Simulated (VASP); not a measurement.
Crystal: Si2GeF4.

```
Si Ge F
1.0
    -2.21405    2.21405    4.76451
     2.21405   -2.21405    4.76451
     2.21405    2.21405   -4.76451
Si Ge F
2 1 4
Direct
  0.25000 0.75000 0.50000
  0.75000 0.25000 0.50000
  0.00000 0.00000 0.00000
  0.76323 0.76323 0.00000
  0.23677 0.23677 0.00000
  0.00000 0.50000 0.50000
  0.50000 0.00000 0.50000
```

The cell was generated, and may not be a known phase.

* Program: VASP 6.6.1
* Task: relaxation of cell and atoms
* Functional: PBE
* Potentials or basis: VASP PAW PBE potentials, release 64 (Si, Ge_d, F)
* Cutoff: 600 eV
* k mesh: 6 × 6 × 6
* Occupations: gaussian, width 0.1 eV
* Spin: no spin polarisation

At the start: pressure 22.5 GPa; volume 13.35 Å³/atom.

Task: How do energy, volume and symmetry change on relaxing?

Result: Over 31 steps the energy falls by 274.0 meV/atom and the volume is 14.33 Å³/atom (+7.4 %); space group I4/mmm (No. 139, to 0.1 Å) before and after.

Step by step:
```
step  energy change (eV)  largest force (eV/Å)  pressure (GPa)  volume (Å³)
   1              0.0000                1.2345           22.46        93.42
   2             -1.3538                0.1532           -2.94       121.05
   3             -1.3979                0.3015           -0.13       115.71
   4             -1.3981                0.2869           -0.39       116.19
   5             -1.4176                0.2885           -0.41       115.82
   6             -1.4702                0.2933           -0.30       114.66
   7             -1.5363                0.2771            0.32       112.13
   8             -1.5383                0.2609            0.85       110.77
   9             -1.5511                0.1125           -0.65       112.35
  10             -1.5511                0.1222           -0.55       112.24
  11             -1.5691                0.1343           -0.41       111.29
  12             -1.6234                0.2478            0.28       108.42
  13             -1.7404                0.4834            2.29       102.59
  14             -1.5987                0.5912            9.34        90.69
  15             -1.7954                0.5706            3.79        98.92
  16             -1.7843                0.5652            5.28        96.26
  17             -1.7958                0.5685            4.62        97.49
  18             -1.7989                0.5597            4.57        97.43
  19             -1.8071                0.5328            4.53        97.23
  20             -1.8190                0.4815            4.45        96.83
  21             -1.8275                0.3842            4.33        96.00
  22             -1.8410                0.3555            3.92        96.45
  23             -1.8737                0.2723            2.71        97.79
  24             -1.9069                0.1184            0.48       100.50
  25             -1.9090                0.0702           -0.24       101.42
  26             -1.9099                0.0690           -0.20       101.36
  27             -1.9121                0.0650           -0.22       101.18
  28             -1.9155                0.0567           -0.10       100.82
  29             -1.9177                0.0422            0.13       100.09
  30             -1.9177                0.0442            0.10       100.21
  31             -1.9180                0.0288           -0.09       100.34
```

Final structure:
```yaml
crystal:
  lattice:
    - [-2.26906, 2.26906, 4.87236]
    - [2.26906, -2.26906, 4.87236]
    - [2.26906, 2.26906, -4.87236]
  atoms:
    - { symbol: Si, position: [0.25000, 0.75000, 0.50000] }
    - { symbol: Si, position: [0.75000, 0.25000, 0.50000] }
    - { symbol: Ge, position: [0.00000, 0.00000, 0.00000] }
    - { symbol: F, position: [0.67624, 0.67624, 0.00000] }
    - { symbol: F, position: [0.32376, 0.32376, 0.00000] }
    - { symbol: F, position: [0.00000, 0.50000, 0.50000] }
    - { symbol: F, position: [0.50000, 0.00000, 0.50000] }
```
